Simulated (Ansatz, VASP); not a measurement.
# One calculation of TiPt3, two programs

File INCAR:

```
SYSTEM = TiPt3
  ALGO = Normal
  EDIFF = 1E-6
  ENCUT = 520
  GGA = PS
  ISIF = 2
  ISMEAR = -1
  LASPH = .TRUE.
  LCHARG = .FALSE.
  LREAL = .FALSE.
  LWAVE = .FALSE.
  NBANDS = 29
  NELM = 100
  PREC = Accurate
  SIGMA = 0.05
```

The input KPOINTS:

```
k-points
0
G
  9 9 9
  0 0 0
```

POSCAR

```
TiPt3
1.0
    3.8970000000      0.0389700000      0.0389700000
    0.0389700000      3.8970000000      0.0389700000
    0.0389700000      0.0389700000      3.8970000000
Ti Pt
1 3
Direct
    0.0000000000      0.0000000000      0.0000000000
    0.0000000000      0.5000000000      0.5000000000
    0.5000000000      0.0000000000      0.5000000000
    0.5000000000      0.5000000000      0.0000000000
```

Input for Ansatz:

```yaml
crystal:
  lattice:
    - [3.897, 0.03897, 0.03897]
    - [0.03897, 3.897, 0.03897]
    - [0.03897, 0.03897, 3.897]
  atoms:
    - { symbol: Ti, position: [0.0, 0.0, 0.0] }
    - { symbol: Pt, position: [0.0, 0.5, 0.5] }
    - { symbol: Pt, position: [0.5, 0.0, 0.5] }
    - { symbol: Pt, position: [0.5, 0.5, 0.0] }
kpoints:
  mp_grid: { grid: [9, 9, 9] }
  band_path:
    path:
      - [0.0, 0.0, 0.0]
      - [0.5, 0.5, 0.5]
      - [0.5193194925, 0.4806805075, 0.5]
      - [0.5, -0.4806805075, 0.4806805075]
      - [0.5, 0.0, 0.0]
      - [0.0, 0.0, 0.0]
      - [0.4903402537, -0.4903402537, 0.0]
      - [0.5096597463, 0.0, 0.4903402537]
      - [0.5, 0.0, 0.5]
    npoints: 5
scf:
  occupations: { method: fermi_dirac, width: 0.05 }
hamiltonian:
  xc: pbesol
  pseudopotentials: { kind: all_electron, lapw: { basis_error: 0.0005 } }
output:
  forces: true
  stress: true
  eigenvalues: true
```

Change from the starting cell: equal xy, yz and zx shear strains of +2 %.

Alike in both runs: task single point; functional PBEsol; k mesh 9 × 9 × 9; occupations fermi-dirac, width 0.05 eV; no spin polarisation.

|  | VASP | Ansatz |
| --- | --- | --- |
| version | VASP 6.6.1 | Ansatz 0.2.0 |
| potentials or method | VASP PAW PBE potentials, release 64 (Ti_sv, Pt), cutoff 520 eV | all-electron LAPW, scalar-relativistic |

|  | VASP | Ansatz | Ansatz less VASP |
| --- | --- | --- | --- |
| pressure (GPa) | 0.6 | 0.9 | +0.26 |
| traceless stress, the component that is largest in VASP (GPa) | -3.11 | -3.12 | -0.008 |

VASP's potentials were made for PBE, not for PBEsol. Ansatz ran all-electron here, and VASP with PAW potentials.

Spin-orbit coupling is off throughout.
